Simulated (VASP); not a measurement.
# Eu (Fm-3m) in VASP: further runs, part 2 of 2

VASP 6.6.1. The steps go on from the part before.

### 3 Relaxation of cell and atoms, LDA, collinear spin, ferromagnetic start

This run uses another cell than the first one, of 34.68 Å³/atom.

File INCAR:

```
  PREC = Accurate
  ENCUT = 600
  EDIFF = 1E-6
  ISMEAR = -1
  SIGMA = 0.1
  LREAL = F
  LASPH = T
  NELM = 150
  ALGO = Normal
  ISIF = 3
  LWAVE = F
  LCHARG = F
  ISPIN = 2
  MAGMOM = 7
  LORBIT = 11
  LMAXMIX = 6
  GGA = CA
  IBRION = 2
  NSW = 60
  EDIFFG = -0.005
```

File KPOINTS:

```
regular mesh
0
Gamma
  13 13 13
```

File POSCAR:

```
Eu
1.0
    0.0000000000      2.5884099501      2.5884099501
    2.5884099501      0.0000000000      2.5884099501
    2.5884099501      2.5884099501      0.0000000000
Eu
1
Direct
    0.0000000000      0.0000000000      0.0000000000
```

Potentials or basis: VASP PAW PBE potentials, release 64 (Eu).

Started as:

```sh
$ cat potpaw_PBE.64/Eu/POTCAR > POTCAR
$ mpirun -np 1 vasp_std > vasp.out
```

OUTCAR:

```text
PREC = Accurate
   ENCUT = 600
   EDIFF = 1E-6
   ISMEAR = -1
   LREAL = F
   LASPH = T
   NELM = 150
   ISIF = 3
   ISPIN = 2
   LORBIT = 11
   GGA = CA
   IBRION = 2
   NSW = 60
   EDIFFG = -0.005

 ion  position               nearest neighbor table
   1  0.000  0.000  0.000-

  LATTYP: Found a face centered cubic cell.
 ALAT       =     5.1768199002

  Lattice vectors:

 A1 = (   0.0000000000,   2.5884099501,   2.5884099501)
 A2 = (   2.5884099501,   0.0000000000,   2.5884099501)
 A3 = (   2.5884099501,   2.5884099501,   0.0000000000)

Analysis of symmetry for initial positions (statically):
=====================================================================
 Subroutine PRICEL returns:
 Original cell was already a primitive cell.

 Routine SETGRP: Setting up the symmetry group for a
 face centered cubic supercell.

 Subroutine GETGRP returns: Found 48 space group operations
 (whereof 48 operations were pure point group operations)
 out of a pool of 48 trial point group operations.

The static configuration has the point symmetry O_h .

Analysis of symmetry for dynamics (positions and initial velocities):
=====================================================================
 Subroutine PRICEL returns:
 Original cell was already a primitive cell.

 Routine SETGRP: Setting up the symmetry group for a
 face centered cubic supercell.

 Subroutine GETGRP returns: Found 48 space group operations
 (whereof 48 operations were pure point group operations)
 out of a pool of 48 trial point group operations.

The dynamic configuration has the point symmetry O_h .

Analysis of structural, dynamic, and magnetic symmetry:
=====================================================================
 Subroutine PRICEL returns:
 Original cell was already a primitive cell.

 Routine SETGRP: Setting up the symmetry group for a
 face centered cubic supercell.

 Subroutine GETGRP returns: Found 48 space group operations
 (whereof 48 operations were pure point group operations)
 out of a pool of 48 trial point group operations.

The overall configuration has the point symmetry O_h .

[... 136 lines left out ...]

 number of electron      16.9999999 magnetization       7.3150353

 Free energy of the ion-electron system (eV)
  ---------------------------------------------------
  ext. energy  EPLUGINS =         0.00000000
  ---------------------------------------------------
  free energy    TOTEN  =       -11.45834732 eV

  energy without entropy =      -11.38121442  energy(sigma->0) =      -11.41978087

------------------------ aborting loop because EDIFF is reached ----------------------------------------

  FORCE on cell =-STRESS in cart. coord.  units (eV):
  Direction    XX          YY          ZZ          XY          YZ          ZX
  --------------------------------------------------------------------------------------
  -------------------------------------------------------------------------------------
  Total       -0.0481577     -0.0481577     -0.0481577      0.0000000      0.0000000      0.0000000
  in kB       -2.2245773     -2.2245773     -2.2245773      0.0000000      0.0000000      0.0000000
  external PRESSURE =      -2.2245773 kB  Pullay stress =       0.0000000 kB
[... 57 lines left out ...]
--------------------------------------- Ionic step        3  -------------------------------------------

 number of electron      17.0000003 magnetization       7.3040687

 E-fermi :   2.6558     XC(G=0): -10.0551

 val. band max:        2.6523420547   @ k =  -0.3846   0.3077   0.0769
 cond. band min:       2.6605139987   @ k =  -0.3846   0.3077   0.0000
 fundamental gap:      0.0081719439
 Fermi energy:         2.6558235678

 spin component 1

 k-point     1 :       0.0000    0.0000    0.0000
  band No.  band energies     occupation
      1     -38.5775      1.00000
      2     -17.0360      1.00000
      3     -17.0360      1.00000
      4     -17.0360      1.00000
      5      -1.9018      1.00000
      6       1.9060      0.99945
[... 941 lines left out ...]
--------------------------------------- Ionic step        4  -------------------------------------------

 number of electron      17.0000002 magnetization       7.3098211

 Free energy of the ion-electron system (eV)
  ---------------------------------------------------
  ext. energy  EPLUGINS =         0.00000000
  ---------------------------------------------------
  free energy    TOTEN  =       -11.45864894 eV

  energy without entropy =      -11.38137971  energy(sigma->0) =      -11.42001432

 E-fermi :   2.6023     XC(G=0):  -9.9985

 val. band max:        2.6002020876   @ k =  -0.3846   0.3846   0.1538
 cond. band min:       2.6082115939   @ k =  -0.4615   0.3846   0.1538
 fundamental gap:      0.0080095063
 Fermi energy:         2.6022754979

 spin component 1

 k-point     1 :       0.0000    0.0000    0.0000
  band No.  band energies     occupation
      1     -38.6367      1.00000
      2     -17.1121      1.00000
      3     -17.1121      1.00000
      4     -17.1121      1.00000
      5      -1.9456      1.00000
      6       1.8603      0.99940
[... 935 lines left out ...]
  FREE ENERGIE OF THE ION-ELECTRON SYSTEM (eV)
  ---------------------------------------------------
  free  energy   TOTEN  =       -11.4586489353 eV

  energy  without entropy=      -11.3813797146  energy(sigma->0) =      -11.42001432

 reached required accuracy - stopping structural energy minimisation

 total charge

# of ion       s       p       d       f       tot
--------------------------------------------------
    1        2.094   5.635   0.434   6.558  14.721

 magnetization (x)

# of ion       s       p       d       f       tot
--------------------------------------------------
    1        0.004  -0.061   0.198   6.551   6.692
```

CONTCAR:

```text
Eu
   1.00000000000000
    -0.0000000000000000    2.5762655738283091    2.5762655738283091
     2.5762655738283091   -0.0000000000000000    2.5762655738283091
     2.5762655738283091    2.5762655738283091    0.0000000000000000
  Eu
     1
Direct
     0.0000000000000000    0.0000000000000000    0.0000000000000000

  0.00000000E+00  0.00000000E+00  0.00000000E+00
```

Run time: 4.2 min. Hardware: 1 thread of Intel Xeon 6975P-C (Granite Rapids), shared host; peak memory 0.26 GiB.

What came out:

| Quantity | Value |
| --- | --- |
| Free energy | -11.4586 eV |
| Relaxed volume | 34.20 Å³/atom |
| Relaxed cell | a = 3.643 Å, b = 3.643 Å, c = 3.643 Å, α = 60.00°, β = 60.00°, γ = 60.00° |
| Space group after relaxing (to 0.1 Å) | Fm-3m (No. 225) |
| Energy gained by relaxing | 0.3 meV/atom |
| Ionic steps | 4 |
| Pressure after relaxing | 0.0 GPa |
| Net moment | 7.31 μB per cell |
| Site moments | Eu +6.69 μB |
| Valence electrons inside the program's atomic spheres | Eu 14.72 |

Step by step:
```
step  energy change (eV)  largest force (eV/Å)  pressure (GPa)  volume (Å³)
   1              0.0000                0.0000           -0.22        34.68
   2             -0.0003                0.0000           -0.16        34.44
   3              0.0001                0.0000            0.29        33.77
   4             -0.0003                0.0000            0.00        34.20
```

Final structure:
```
Eu
1.0
     0.00000    2.57627    2.57627
     2.57627    0.00000    2.57627
     2.57627    2.57627    0.00000
Eu
1
Direct
  0.00000 0.00000 0.00000
```

Caveat: the PAW data sets were made with another functional, which shifts forces and pressure a little; spin-orbit coupling is left out, which moves the levels of the heavy elements; semilocal functionals describe open f shells poorly, which spoils levels, moments and volumes.
